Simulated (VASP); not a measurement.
# Au (Fm-3m) in VASP: single point with PBE0

Aim: the single point of Au with PBE0.

Program: VASP 6.6.1. These are calculated values, not measurements. Logs are shortened: lines on timing, memory, paths and dates and some standing lists are left out, and cuts for length are marked.

### Step 1. The cell of the first run

It takes space group Fm-3m (No. 225, cubic). Conventional cell: a = 4.150 Å, b = 4.150 Å, c = 4.150 Å, α = 90.00°, β = 90.00°, γ = 90.00°. Au (site symmetry m-3m) has 12 Au at 2.93 Å within 3.9 Å.

### Step 2. Single point, PBE0

Contents of POSCAR:

```
Au
1.0
    0.0000000000      2.0750000000      2.0750000000
    2.0750000000      0.0000000000      2.0750000000
    2.0750000000      2.0750000000      0.0000000000
Au
1
Direct
    0.0000000000      0.0000000000      0.0000000000
```

Contents of INCAR.step1:

```
PREC = Accurate
ENCUT = 400
EDIFF = 1E-5
ISMEAR = -1
SIGMA = 0.5
LREAL = False
LASPH = True
NELM = 120
ALGO = Normal
ISIF = 2
LWAVE = True
GGA = PE
NBANDS = 12
GGA_COMPAT = False
```

Contents of INCAR.step2:

```
PREC = Accurate
ENCUT = 400
EDIFF = 1E-6
ISMEAR = -1
SIGMA = 0.5
LREAL = False
LASPH = True
NELM = 120
ALGO = Normal
ISIF = 2
LWAVE = False
LCHARG = True
GGA = PE
LHFCALC = True
AEXX = 0.25
PRECFOCK = Normal
LELF = True
LVHAR = True
ISTART = 1
NBANDS = 12
GGA_COMPAT = False
```

Contents of KPOINTS:

```
Automatic mesh
0
Gamma
  2 2 2
```

Potentials or basis: VASP PAW PBE potentials, release 64 (Au).

Started as:

```sh
cat potpaw_PBE.64/Au/POTCAR > POTCAR
cp INCAR.step1 INCAR
mpirun -np 1 vasp_std > vasp.out
cp INCAR.step2 INCAR
mpirun -np 1 vasp_std > vasp.out
```

OUTCAR:

```text
PREC = Accurate
   ENCUT = 400
   EDIFF = 1E-6
   ISMEAR = -1
   LREAL = False
   LASPH = True
   NELM = 120
   ISIF = 2
   GGA = PE
   LHFCALC = True
   AEXX = 0.25
   PRECFOCK = Normal
   ISTART = 1

 ion  position               nearest neighbor table
   1  0.000  0.000  0.000-

  LATTYP: Found a face centered cubic cell.
 ALAT       =     4.1500000000

  Lattice vectors:

 A1 = (   0.0000000000,   2.0750000000,   2.0750000000)
 A2 = (   2.0750000000,   0.0000000000,   2.0750000000)
 A3 = (   2.0750000000,   2.0750000000,   0.0000000000)

Analysis of symmetry for initial positions (statically):
=====================================================================
 Subroutine PRICEL returns:
 Original cell was already a primitive cell.

 Routine SETGRP: Setting up the symmetry group for a
 face centered cubic supercell.

 Subroutine GETGRP returns: Found 48 space group operations
 (whereof 48 operations were pure point group operations)
 out of a pool of 48 trial point group operations.

The static configuration has the point symmetry O_h .

Analysis of symmetry for dynamics (positions and initial velocities):
=====================================================================
 Subroutine PRICEL returns:
 Original cell was already a primitive cell.

 Routine SETGRP: Setting up the symmetry group for a
 face centered cubic supercell.

 Subroutine GETGRP returns: Found 48 space group operations
 (whereof 48 operations were pure point group operations)
 out of a pool of 48 trial point group operations.

The dynamic configuration has the point symmetry O_h .

 Subroutine INISYM returns: Found 48 space group operations
 (whereof 48 operations are pure point group operations),
 and found     1 'primitive' translations

----------------------------------------------------------------------------------------

                                     Primitive cell

  volume of cell :      17.8683

  direct lattice vectors                    reciprocal lattice vectors
     0.000000000  2.075000000  2.075000000    -0.240963855  0.240963855  0.240963855
     2.075000000  0.000000000  2.075000000     0.240963855 -0.240963855  0.240963855
     2.075000000  2.075000000  0.000000000     0.240963855  0.240963855 -0.240963855

  length of vectors
     2.934493142  2.934493142  2.934493142     0.417361640  0.417361640  0.417361640

  position of ions in fractional coordinates (direct lattice)
     0.000000000  0.000000000  0.000000000

  ion indices of the primitive-cell ions
   primitive index   ion index
                 1           1

----------------------------------------------------------------------------------------

 KPOINTS: Automatic mesh

Automatic generation of k-mesh.
 Grid dimensions read from file:
 generate k-points for:    2    2    2

 Generating k-lattice:

  Cartesian coordinates                     Fractional coordinates (reciprocal lattice)
    -0.120481928  0.120481928  0.120481928     0.500000000  0.000000000  0.000000000
     0.120481928 -0.120481928  0.120481928     0.000000000  0.500000000  0.000000000
     0.120481928  0.120481928 -0.120481928     0.000000000  0.000000000  0.500000000

  Length of vectors
     0.208680820  0.208680820  0.208680820

  Shift w.r.t. Gamma in fractional coordinates (k-lattice)
     0.000000000  0.000000000  0.000000000

 Subroutine IBZKPT returns following result:
 ===========================================

 Found      3 irreducible k-points:

 Following reciprocal coordinates:
            Coordinates               Weight
  0.000000  0.000000  0.000000      1.000000
  0.500000  0.000000  0.000000      4.000000
  0.500000  0.500000  0.000000      3.000000
   k-points           NKPTS =      3   k-points in BZ     NKDIM =      8   number of bands    NBANDS=     12
   number of dos      NEDOS =    301   number of ions     NIONS =      1
   total plane-waves  NPLWV =   8000
   dimension x,y,z NGX =    20 NGY =   20 NGZ =   20
   dimension x,y,z NGXF=    40 NGYF=   40 NGZF=   40
   ions per type =               1
   NGX,Y,Z   is equivalent  to a cutoff of  11.33, 11.33, 11.33 a.u.
   NGXF,Y,Z  is equivalent  to a cutoff of  22.66, 22.66, 22.66 a.u.
 SYSTEM =  unknown system
   PREC   = accura    normal or accurate (medium, high low for compatibility)
   ISTART =      1    job   : 0-new  1-cont  2-samecut
   ICHARG =      0    charge: 1-file 2-atom 10-const
   ISPIN  =      1    spin polarized calculation?
   LNONCOLLINEAR =      F non collinear calculations
   LSORBIT =      F    spin-orbit coupling
   LASPH  =      T    aspherical Exc in radial PAW
   ENCUT  =  400.0 eV  29.40 Ry    5.42 a.u.   4.79  4.79  4.79*2*pi/ulx,y,z
   NELM   =    120;   NELMIN=  2; NELMDL=  0     # of ELM steps
   EDIFF  = 0.1E-05   stopping-criterion for ELM
   LREAL  =      F    real-space projection
   EDIFFG = 0.1E-04   stopping-criterion for IOM
   NSW    =      0    number of steps for IOM
   IBRION =     -1    ionic relax: 0-MD 1-quasi-New 2-CG
   NFREE  =      0    steps in history (QN), initial steepest desc. (CG)
   ISIF   =      2    stress and relaxation
   ISYM   =      3    0-nonsym 1-usesym 2-fastsym
   POTIM  = 0.5000    time-step for ionic-motion
   TEBEG  =    0.0;   TEEND  =   0.0 temperature during run
   PSTRESS=    0.0 pullay stress
   NELECT =      11.0000    total number of electrons
   NUPDOWN=      -1.0000    fix difference up-down
   EMIN   =  10.00;   EMAX   =-10.00  energy-range for DOS
   EFERMI =   0.00;   METHOD = LEGACY
   ISMEAR =    -1;   SIGMA  =   0.50  broadening in eV -4-tet -1-fermi 0-gaus
   EFERMI_NEDOS =   21; number of points for ismear=-14 and -15
   IALGO  =     38    algorithm
   IMIX   =      1    mixing-type and parameters
     AMIX     =   0.40;   BMIX     =  1.00
     AMIX_MAG =   1.60;   BMIX_MAG =  1.00
  volume/ion in A,a.u.               =      17.87       120.58
  Fermi-wavevector in a.u.,A,eV,Ry     =   1.392657  2.631741 26.388427  1.939495
  Thomas-Fermi vector in A             =   2.516379
   LORBIT       =      0    0 simple, 1 ext, 2 COOP (PROOUT), +10 PAW based schemes
   GGA     = PE    functional components
   LHFCALC =     T    Hartree Fock is set to
   PRECFOCK=normal    Normal, Fast or Accurate (Low or Medium for compatibility)
   ENCUT4O =  -1.0   cutoff for four orbital integrals eV
   NKREDX  =     1    reduce k-point grid by
   NKREDY  =     1    reduce k-point grid by
   NKREDZ  =     1    reduce k-point grid by
   AEXX    =    0.2500 exact exchange contribution
   HFSCREEN=    0.0000 screening length (either q_TF or 0.3 A-1)
   HFSCREENC=   0.0000 screening length for correlation (either q_TF or 0.3 A-1)
   ENCUTFOCK=  -1.0 apply spherical cutoff to Coloumb kernel
   IVDW    =     0    specifies the selected vdW correction
   LEPSILON=     F    determine dielectric tensor
   LRPA    =     F    only Hartree local field effects (RPA)
 non-spin polarized calculation
  energy-cutoff  :      400.00
  volume of cell :       17.87
 maximum number of plane-waves:       332
 NGX is ok and might be reduce to    20
  NGX = 16; NGY = 16; NGZ = 16

 number of electron      11.0000005 magnetization

 Free energy of the ion-electron system (eV)
  ---------------------------------------------------
  ext. energy  EPLUGINS =         0.00000000
  ---------------------------------------------------
  free energy    TOTEN  =        -1.28125407 eV

  energy without entropy =       -0.89383022  energy(sigma->0) =       -1.08754215

 E-fermi :   7.8327     XC(G=0):  -9.7130

 val. band max:        7.1688977049   @ k =   0.5000   0.0000   0.0000
 cond. band min:      10.5956015003   @ k =   0.5000   0.5000   0.0000
 fundamental gap:      3.4267037953
 Fermi energy:         7.8327007381

 k-point     1 :       0.0000    0.0000    0.0000
  band No.  band energies     occupation
      1      -2.1688      2.00000
      2       2.7056      1.99993
      3       2.7056      1.99993
      4       2.7056      1.99993
      5       4.1746      1.99867
      6       4.1746      1.99867
      7      24.4009      0.00000
      8      28.3890      0.00000
      9      28.3890      0.00000
     10      28.3890      0.00000
     11      32.9003      0.00000
     12      37.5772      0.00000

 k-point     2 :       0.5000    0.0000    0.0000
  band No.  band energies     occupation
      1       0.2497      2.00000
      2       2.6674      1.99993
      3       2.6674      1.99993
      4       5.3943      1.98487
      5       5.3943      1.98487
      6       7.1689      1.58089
      7      12.6815      0.00012
      8      23.7998      0.00000
      9      26.9989      0.00000
     10      26.9989      0.00000
     11      34.4452      0.00000
     12      34.4452      0.00000

 k-point     3 :       0.5000    0.5000    0.0000
  band No.  band energies     occupation
      1       0.3506      2.00000
      2       0.6891      2.00000
      3       5.3279      1.98674
      4       5.7506      1.96939
      5       5.7506      1.96939
      6      10.5956      0.00793
      7      15.5067      0.00000
      8      19.7739      0.00000
      9      19.7739      0.00000
     10      26.7187      0.00000
     11      29.3057      0.00000
     12      37.6334      0.00000

------------------------ aborting loop because EDIFF is reached ----------------------------------------

  FORCE on cell =-STRESS in cart. coord.  units (eV):
  Direction    XX          YY          ZZ          XY          YZ          ZX
  --------------------------------------------------------------------------------------
  -------------------------------------------------------------------------------------
  Total        3.8262071      3.8262071      3.8262071     -0.0000000      0.0000000      0.0000000
  in kB      343.0794882    343.0794882    343.0794882     -0.0000000      0.0000000      0.0000000
  external PRESSURE =     343.0794882 kB  Pullay stress =       0.0000000 kB

 VOLUME and BASIS-vectors are now :
 -----------------------------------------------------------------------------
  energy-cutoff  :      400.00
  volume of cell :       17.87
      direct lattice vectors                 reciprocal lattice vectors
     0.000000000  2.075000000  2.075000000    -0.240963855  0.240963855  0.240963855
     2.075000000  0.000000000  2.075000000     0.240963855 -0.240963855  0.240963855
     2.075000000  2.075000000  0.000000000     0.240963855  0.240963855 -0.240963855

 POSITION                                       TOTAL-FORCE (eV/Angst)
 -----------------------------------------------------------------------------------
      0.00000      0.00000      0.00000        -0.000000     -0.000000     -0.000000
 -----------------------------------------------------------------------------------
    total drift:                                0.000000      0.000000      0.000000

  FREE ENERGIE OF THE ION-ELECTRON SYSTEM (eV)
  ---------------------------------------------------
  free  energy   TOTEN  =        -1.2812540676 eV

  energy  without entropy=       -0.8938302232  energy(sigma->0) =       -1.08754215
```

Run time: 6.3 s. Hardware: 1 thread of Intel Xeon Platinum 8488C (Sapphire Rapids), shared host; peak memory 0.13 GiB.

Results:

- Free energy: -1.2813 eV
- Pressure: 34.3 GPa
- Band gap on the k mesh: zero (an odd number of electrons rules out a gap without spin polarisation)

Caveat: the k points lie up to 1.31 Å⁻¹ apart, too coarse for converged energies and pressures of a metal; so wide a smearing shifts energies and pressures; the PAW data sets were made with another functional, which shifts forces and pressure a little; spin-orbit coupling is left out, which moves the levels of the heavy elements.

The gap in the log of VASP goes by the Fermi energy; the results here count the filled bands.